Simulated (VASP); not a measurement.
# AlRu (Pm-3m) in VASP: notebook

AlRu is run at these levels: PBEsol; tasks: single point.

All numbers are computed with VASP 6.6.1; they aren't measurements. Logs are shortened: lines on timing, memory, paths and dates and some standing lists are left out, and cuts for length are marked.

## 1. The cell of the first run

It takes space group Pm-3m (No. 221, cubic). Conventional cell: a = 2.910 Å, b = 2.910 Å, c = 2.910 Å, α = 90.00°, β = 90.00°, γ = 90.00°. Al (site symmetry m-3m) has 8 Ru at 2.52 Å and 6 Al at 2.91 Å within 3.3 Å. Within 3.3 Å of Ru (site symmetry m-3m) lie 8 Al at 2.52 Å and 6 Ru at 2.91 Å.

## 2. Single point, PBEsol

INCAR

```
SYSTEM = AlRu
ALGO = Normal ; EDIFF = 1E-6
ENCUT = 520 ; GGA = PS
ISIF = 2 ; ISMEAR = -1
LASPH = .True. ; LCHARG = .True.
LELF = .True. ; LREAL = .False.
LVHAR = .True. ; LWAVE = .False.
NBANDS = 16 ; NELM = 60
PREC = Accurate ; SIGMA = 0.05
```

KPOINTS

```
k-points
0
Gamma
  10 10 10
  0 0 0
```

POSCAR

```
AlRu
1.0
    2.9095967325      0.0000000000      0.0000000000
    0.0000000000      2.9095967325      0.0000000000
    0.0000000000      0.0000000000      2.9095967325
Al Ru
1 1
Direct
    0.0000000000      0.0000000000      0.0000000000
    0.5000000000      0.5000000000      0.5000000000
```

Potentials or basis: VASP PAW PBE potentials, release 64 (Al, Ru_pv).

Command:

```bash
$ cat potpaw_PBE.64/Al/POTCAR potpaw_PBE.64/Ru_pv/POTCAR > POTCAR
$ mpirun -np 1 vasp_std > vasp.out
```

OUTCAR:

```text
SYSTEM = AlRu
   EDIFF = 1E-6
   ENCUT = 520
   GGA = PS
   ISIF = 2
   ISMEAR = -1
   LASPH = .True.
   LREAL = .False.
   NELM = 60
   PREC = Accurate

 ion  position               nearest neighbor table
   1  0.000  0.000  0.000-   2 2.52   2 2.52   2 2.52   2 2.52   2 2.52   2 2.52   2 2.52   2 2.52

   2  0.500  0.500  0.500-   1 2.52   1 2.52   1 2.52   1 2.52   1 2.52   1 2.52   1 2.52   1 2.52

  LATTYP: Found a simple cubic cell.
 ALAT       =     2.9095967325

  Lattice vectors:

 A1 = (   2.9095967325,   0.0000000000,   0.0000000000)
 A2 = (   0.0000000000,   2.9095967325,   0.0000000000)
 A3 = (   0.0000000000,   0.0000000000,   2.9095967325)

Analysis of symmetry for initial positions (statically):
=====================================================================
 Subroutine PRICEL returns:
 Original cell was already a primitive cell.

 Routine SETGRP: Setting up the symmetry group for a
 simple cubic supercell.

 Subroutine GETGRP returns: Found 48 space group operations
 (whereof 48 operations were pure point group operations)
 out of a pool of 48 trial point group operations.

The static configuration has the point symmetry O_h .

Analysis of symmetry for dynamics (positions and initial velocities):
=====================================================================
 Subroutine PRICEL returns:
 Original cell was already a primitive cell.

 Routine SETGRP: Setting up the symmetry group for a
 simple cubic supercell.

 Subroutine GETGRP returns: Found 48 space group operations
 (whereof 48 operations were pure point group operations)
 out of a pool of 48 trial point group operations.

The dynamic configuration has the point symmetry O_h .

 Subroutine INISYM returns: Found 48 space group operations
 (whereof 48 operations are pure point group operations),
 and found     1 'primitive' translations

----------------------------------------------------------------------------------------

                                     Primitive cell

  volume of cell :      24.6319

  direct lattice vectors                    reciprocal lattice vectors
     2.909596732  0.000000000  0.000000000     0.343690240  0.000000000  0.000000000
     0.000000000  2.909596732  0.000000000     0.000000000  0.343690240  0.000000000
     0.000000000  0.000000000  2.909596732     0.000000000  0.000000000  0.343690240

  length of vectors
     2.909596732  2.909596732  2.909596732     0.343690240  0.343690240  0.343690240

  position of ions in fractional coordinates (direct lattice)
     0.000000000  0.000000000  0.000000000
     0.500000000  0.500000000  0.500000000

  ion indices of the primitive-cell ions
   primitive index   ion index
                 1           1
                 2           2

----------------------------------------------------------------------------------------

 KPOINTS: k-points

Automatic generation of k-mesh.
 Grid dimensions read from file:
 generate k-points for:   10   10   10

 Generating k-lattice:

  Cartesian coordinates                     Fractional coordinates (reciprocal lattice)
     0.034369024  0.000000000  0.000000000     0.100000000  0.000000000  0.000000000
     0.000000000  0.034369024  0.000000000     0.000000000  0.100000000  0.000000000
     0.000000000  0.000000000  0.034369024     0.000000000  0.000000000  0.100000000

  Length of vectors
     0.034369024  0.034369024  0.034369024

  Shift w.r.t. Gamma in fractional coordinates (k-lattice)
     0.000000000  0.000000000  0.000000000

 Subroutine IBZKPT returns following result:
 ===========================================

 Found     56 irreducible k-points:

 Following reciprocal coordinates:
            Coordinates               Weight
  0.000000  0.000000  0.000000      1.000000
  0.100000  0.000000  0.000000      6.000000
  0.200000  0.000000  0.000000      6.000000
  0.300000  0.000000  0.000000      6.000000
  0.400000  0.000000  0.000000      6.000000
  0.500000  0.000000  0.000000      3.000000
[... 16 lines left out ...]
  0.200000  0.100000  0.100000     24.000000
  0.300000  0.100000  0.100000     24.000000
 [... further k-points ...]
   k-points           NKPTS =     56   k-points in BZ     NKDIM =     56   number of bands    NBANDS=     16
   number of dos      NEDOS =    301   number of ions     NIONS =      2
   total plane-waves  NPLWV =  13824
   dimension x,y,z NGX =    24 NGY =   24 NGZ =   24
   dimension x,y,z NGXF=    48 NGYF=   48 NGZF=   48
   ions per type =               1   1
   NGX,Y,Z   is equivalent  to a cutoff of  13.71, 13.71, 13.71 a.u.
   NGXF,Y,Z  is equivalent  to a cutoff of  27.43, 27.43, 27.43 a.u.
 SYSTEM =  AlRu
   PREC   = accura    normal or accurate (medium, high low for compatibility)
   ISTART =      0    job   : 0-new  1-cont  2-samecut
   ICHARG =      2    charge: 1-file 2-atom 10-const
   ISPIN  =      1    spin polarized calculation?
   LNONCOLLINEAR =      F non collinear calculations
   LSORBIT =      F    spin-orbit coupling
   LASPH  =      T    aspherical Exc in radial PAW
   ENCUT  =  520.0 eV  38.22 Ry    6.18 a.u.   5.41  5.41  5.41*2*pi/ulx,y,z
   NELM   =     60;   NELMIN=  2; NELMDL= -5     # of ELM steps
   EDIFF  = 0.1E-05   stopping-criterion for ELM
   LREAL  =      F    real-space projection
   EDIFFG = 0.1E-04   stopping-criterion for IOM
   NSW    =      0    number of steps for IOM
   IBRION =     -1    ionic relax: 0-MD 1-quasi-New 2-CG
   NFREE  =      0    steps in history (QN), initial steepest desc. (CG)
   ISIF   =      2    stress and relaxation
   ISYM   =      2    0-nonsym 1-usesym 2-fastsym
   POTIM  = 0.5000    time-step for ionic-motion
   TEBEG  =    0.0;   TEEND  =   0.0 temperature during run
   PSTRESS=    0.0 pullay stress
   NELECT =      17.0000    total number of electrons
   NUPDOWN=      -1.0000    fix difference up-down
   EMIN   =  10.00;   EMAX   =-10.00  energy-range for DOS
   EFERMI =   0.00;   METHOD = LEGACY
   ISMEAR =    -1;   SIGMA  =   0.05  broadening in eV -4-tet -1-fermi 0-gaus
   EFERMI_NEDOS =   21; number of points for ismear=-14 and -15
   IALGO  =     38    algorithm
   IMIX   =      4    mixing-type and parameters
     AMIX     =   0.40;   BMIX     =  1.00
     AMIX_MAG =   1.60;   BMIX_MAG =  1.00
  volume/ion in A,a.u.               =      12.32        83.11
  Fermi-wavevector in a.u.,A,eV,Ry     =   1.446744  2.733950 28.477919  2.093068
  Thomas-Fermi vector in A             =   2.564778
   LORBIT       =      0    0 simple, 1 ext, 2 COOP (PROOUT), +10 PAW based schemes
   GGA     = PS    functional components
   LHFCALC =     F    Hartree Fock is set to
   AEXX    =    0.0000 exact exchange contribution
   IVDW    =     0    specifies the selected vdW correction
   LEPSILON=     F    determine dielectric tensor
   LRPA    =     F    only Hartree local field effects (RPA)
 non-spin polarized calculation
  energy-cutoff  :      520.00
  volume of cell :       24.63
 maximum number of plane-waves:       691
 NGX is ok and might be reduce to    24
   NGX = 11   NGY = 11   NGZ = 11

 number of electron      17.0000002 magnetization

 Free energy of the ion-electron system (eV)
  ---------------------------------------------------
  ext. energy  EPLUGINS =         0.00000000
  ---------------------------------------------------
  free energy    TOTEN  =       -15.43807232 eV

  energy without entropy =      -15.42496092  energy(sigma->0) =      -15.43151662

 E-fermi :  11.8417     XC(G=0): -13.1230

 val. band max:       11.8347793048   @ k =   0.5000   0.2000   0.2000
 cond. band min:      11.8612791727   @ k =   0.5000   0.1000   0.1000
 fundamental gap:      0.0264998679
 Fermi energy:        11.8416878561

 k-point     1 :       0.0000    0.0000    0.0000
  band No.  band energies     occupation
      1     -29.9279      2.00000
      2     -29.9279      2.00000
      3     -29.9279      2.00000
      4       1.6390      2.00000
      5       7.7367      2.00000
      6       7.7367      2.00000
[... 8 lines left out ...]
     15      23.8038      0.00000
     16      28.5414      0.00000

 k-point     2 :       0.1000    0.0000    0.0000
  band No.  band energies     occupation
      1     -29.9559      2.00000
      2     -29.9256      2.00000
      3     -29.9256      2.00000
      4       1.8458      2.00000
      5       7.8115      2.00000
      6       7.8200      2.00000
[... 8 lines left out ...]
     15      24.0259      0.00000
     16      29.1455      0.00000

 k-point     3 :       0.2000    0.0000    0.0000
  band No.  band energies     occupation
      1     -30.0287      2.00000
      2     -29.9194      2.00000
      3     -29.9194      2.00000
      4       2.4440      2.00000
      5       7.9582      2.00000
      6       8.0167      2.00000
[... 8 lines left out ...]
     15      25.0218      0.00000
     16      30.0453      0.00000

 k-point     4 :       0.3000    0.0000    0.0000
  band No.  band energies     occupation
      1     -30.1176      2.00000
      2     -29.9118      2.00000
      3     -29.9118      2.00000
      4       3.3721      2.00000
      5       7.8170      2.00000
      6       8.2930      2.00000
[... 8 lines left out ...]
     15      25.6093      0.00000
     16      28.2827      0.00000
[... 324 lines left out ...]
 k-point    22 :       0.1000    0.1000    0.1000
  band No.  band energies     occupation
      1     -29.9535      2.00000
      2     -29.9497      2.00000
      3     -29.9497      2.00000
      4       2.2495      2.00000
      5       7.9821      2.00000
      6       7.9821      2.00000
[... 8 lines left out ...]
     15      23.8686      0.00000
     16      30.0964      0.00000

 k-point    23 :       0.2000    0.1000    0.1000
  band No.  band energies     occupation
      1     -30.0232      2.00000
      2     -29.9455      2.00000
      3     -29.9433      2.00000
      4       2.8260      2.00000
      5       8.1477      2.00000
      6       8.1787      2.00000
[... 8 lines left out ...]
     15      25.4357      0.00000
     16      28.8988      0.00000

 k-point    24 :       0.3000    0.1000    0.1000
  band No.  band energies     occupation
      1     -30.1113      2.00000
      2     -29.9373      2.00000
      3     -29.9354      2.00000
      4       3.7145      2.00000
      5       7.9602      2.00000
      6       8.4552      2.00000
[... 8 lines left out ...]
     15      26.4045      0.00000
     16      27.1612      0.00000

 [... further k-points ...]

------------------------ aborting loop because EDIFF is reached ----------------------------------------

  FORCE on cell =-STRESS in cart. coord.  units (eV):
  Direction    XX          YY          ZZ          XY          YZ          ZX
  --------------------------------------------------------------------------------------
  -------------------------------------------------------------------------------------
  Total        2.6898651      2.6898651      2.6898651      0.0000000     -0.0000000      0.0000000
  in kB      174.9615783    174.9615783    174.9615783      0.0000000     -0.0000000      0.0000000
  external PRESSURE =     174.9615783 kB  Pullay stress =       0.0000000 kB

 VOLUME and BASIS-vectors are now :
 -----------------------------------------------------------------------------
  energy-cutoff  :      520.00
  volume of cell :       24.63
      direct lattice vectors                 reciprocal lattice vectors
     2.909596732  0.000000000  0.000000000     0.343690240  0.000000000  0.000000000
     0.000000000  2.909596732  0.000000000     0.000000000  0.343690240  0.000000000
     0.000000000  0.000000000  2.909596732     0.000000000  0.000000000  0.343690240

 POSITION                                       TOTAL-FORCE (eV/Angst)
 -----------------------------------------------------------------------------------
      0.00000      0.00000      0.00000         0.000000      0.000000      0.000000
      1.45480      1.45480      1.45480         0.000000      0.000000      0.000000
 -----------------------------------------------------------------------------------
    total drift:                                0.000000     -0.000000     -0.000000

  FREE ENERGIE OF THE ION-ELECTRON SYSTEM (eV)
  ---------------------------------------------------
  free  energy   TOTEN  =       -15.4380723244 eV

  energy  without entropy=      -15.4249609234  energy(sigma->0) =      -15.43151662
```

Wall time 7.6 s (1 thread of Intel Xeon 6975P-C, shared host); peak memory 0.15 GiB.

Results:

- Free energy: -15.4381 eV
- Pressure: 17.5 GPa

Caveat: the PAW data sets were made with another functional, which shifts forces and pressure a little.

## 3. Single point, PBEsol

This run uses another cell than the first one, of 12.85 Å³/atom, 1.043 times its volume.

INCAR

```
PREC = Accurate
ENCUT = 520
EDIFF = 1E-6
ISMEAR = -1
SIGMA = 0.05
LREAL = F
LASPH = T
NELM = 60
ALGO = Normal
ISIF = 2
LWAVE = F
LCHARG = F
GGA = PS
NBANDS = 16
```

KPOINTS

```
regular mesh
0
Gamma
  10 10 10
```

POSCAR

```
AlRu
1.0
    2.9511680166      0.0000000000      0.0000000000
    0.0000000000      2.9511680166      0.0000000000
    0.0000000000      0.0000000000      2.9511680166
Al Ru
1 1
Direct
    0.0000000000      0.0000000000      0.0000000000
    0.5000000000      0.5000000000      0.5000000000
```

Potentials or basis: VASP PAW PBE potentials, release 64 (Al, Ru_pv).

Command:

```bash
$ cat potpaw_PBE.64/Al/POTCAR potpaw_PBE.64/Ru_pv/POTCAR > POTCAR
$ mpirun -np 1 vasp_std > vasp.out
```

OUTCAR:

```text
PREC = Accurate
   ENCUT = 520
   EDIFF = 1E-6
   ISMEAR = -1
   LREAL = F
   LASPH = T
   NELM = 60
   ISIF = 2
   GGA = PS

 ion  position               nearest neighbor table
   1  0.000  0.000  0.000-   2 2.56   2 2.56   2 2.56   2 2.56   2 2.56   2 2.56   2 2.56   2 2.56

   2  0.500  0.500  0.500-   1 2.56   1 2.56   1 2.56   1 2.56   1 2.56   1 2.56   1 2.56   1 2.56

  LATTYP: Found a simple cubic cell.
 ALAT       =     2.9511680166

  Lattice vectors:

 A1 = (   2.9511680166,   0.0000000000,   0.0000000000)
 A2 = (   0.0000000000,   2.9511680166,   0.0000000000)
 A3 = (   0.0000000000,   0.0000000000,   2.9511680166)

Analysis of symmetry for initial positions (statically):
=====================================================================
 Subroutine PRICEL returns:
 Original cell was already a primitive cell.

 Routine SETGRP: Setting up the symmetry group for a
 simple cubic supercell.

 Subroutine GETGRP returns: Found 48 space group operations
 (whereof 48 operations were pure point group operations)
 out of a pool of 48 trial point group operations.

The static configuration has the point symmetry O_h .
[... 160 lines left out ...]

 E-fermi :  11.2039     XC(G=0): -12.8990

 val. band max:       11.1921855880   @ k =   0.4000   0.1000   0.1000
 cond. band min:      11.2252716816   @ k =   0.5000   0.1000   0.1000
 fundamental gap:      0.0330860936
 Fermi energy:        11.2039098998

 k-point     1 :       0.0000    0.0000    0.0000
  band No.  band energies     occupation
      1     -30.5502      2.00000
      2     -30.5502      2.00000
      3     -30.5502      2.00000
      4       1.2590      2.00000
      5       7.3545      2.00000
      6       7.3545      2.00000
[... 433 lines left out ...]
      3     -30.5567      2.00000
      4       3.2682      2.00000
      5       7.4946      2.00000
      6       8.0259      2.00000
[... 8 lines left out ...]
     15      25.3620      0.00000
     16      26.1097      0.00000

 [... further k-points ...]

------------------------ aborting loop because EDIFF is reached ----------------------------------------

  FORCE on cell =-STRESS in cart. coord.  units (eV):
  Direction    XX          YY          ZZ          XY          YZ          ZX
  --------------------------------------------------------------------------------------
  -------------------------------------------------------------------------------------
  Total        0.9672622      0.9672622      0.9672622      0.0000000      0.0000000     -0.0000000
  in kB       60.2938449     60.2938449     60.2938449      0.0000000      0.0000000     -0.0000000
  external PRESSURE =      60.2938449 kB  Pullay stress =       0.0000000 kB

 VOLUME and BASIS-vectors are now :
 -----------------------------------------------------------------------------
  energy-cutoff  :      520.00
  volume of cell :       25.70
      direct lattice vectors                 reciprocal lattice vectors
     2.951168017  0.000000000  0.000000000     0.338848888  0.000000000  0.000000000
     0.000000000  2.951168017  0.000000000     0.000000000  0.338848888  0.000000000
     0.000000000  0.000000000  2.951168017     0.000000000  0.000000000  0.338848888

 POSITION                                       TOTAL-FORCE (eV/Angst)
 -----------------------------------------------------------------------------------
      0.00000      0.00000      0.00000         0.000000      0.000000      0.000000
      1.47558      1.47558      1.47558         0.000000      0.000000      0.000000
 -----------------------------------------------------------------------------------
    total drift:                                0.000000     -0.000000     -0.000000

  FREE ENERGIE OF THE ION-ELECTRON SYSTEM (eV)
  ---------------------------------------------------
  free  energy   TOTEN  =       -15.5158364446 eV

  energy  without entropy=      -15.5022636904  energy(sigma->0) =      -15.50905007
```

Run time: 8 s. Hardware: 1 thread of Intel Xeon 6975P-C, shared host; peak memory 0.15 GiB.

What came out:

| Quantity | Value |
| --- | --- |
| Free energy | -15.5158 eV |
| Pressure | 6.0 GPa |

Levels at points of the mesh, in eV from the Fermi level:
```csv
k point,band 5,band 6,band 7,band 8,band 9,band 10,band 11,band 12,band 13,band 14
"(0.00, 0.00, 0.00)",-3.85,-3.85,0.18,0.18,0.18,6.25,6.25,6.25,11.22,11.22
"(0.50, 0.00, 0.00)",-5.56,-3.00,-1.71,-1.71,0.45,2.41,7.40,11.19,11.19,11.97
"(0.50, 0.50, 0.00)",-3.29,-1.41,-1.41,-1.27,-1.27,1.60,5.52,6.68,10.91,11.97
"(0.50, 0.50, 0.50)",-4.89,-4.89,1.70,1.70,2.84,4.18,4.18,4.18,8.95,8.95
```

Caveat: the PAW data sets were made with another functional, which shifts forces and pressure a little.
